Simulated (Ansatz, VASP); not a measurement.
**H4WO5: VASP beside Ansatz**

```
W O H
1.0
    14.02000    0.00000    0.00000
     0.00000   14.02000    0.00000
     0.00000    0.00000   11.27000
W O H
1 5 4
Direct
  0.49996 0.49996 0.44828
  0.49996 0.49996 0.60089
  0.63060 0.51871 0.39929
  0.48121 0.63060 0.39929
  0.36933 0.48121 0.39929
  0.51871 0.36933 0.39929
  0.67895 0.47183 0.42173
  0.52810 0.67895 0.42173
  0.32097 0.52810 0.42173
  0.47183 0.32097 0.42173
```

Alike in both runs: task single point; functional PBE; k mesh 1 × 1 × 1; occupations gaussian, width 0.01 eV; no spin polarisation.

```csv
,VASP,Ansatz
version,VASP 6.6.1,Ansatz 0.2.0
potentials or method,"VASP PAW PBE potentials, release 64 (W_sv, O, H), cutoff 520 eV","scalar-relativistic, plane waves, PAW"
valence electrons in the cell,48,48
```

|  | VASP | Ansatz | Ansatz less VASP |
| --- | --- | --- | --- |
| gap on the k mesh at the Fermi level (eV) | 3.71 | 3.71 | +0.003 |
| rms of the force components (eV/Å) | 0.106 | 0.205 | +0.0993 |

One of these differences is far larger than is usual between the two programs; its cause wasn't traced.

Neither program's run includes spin-orbit coupling.
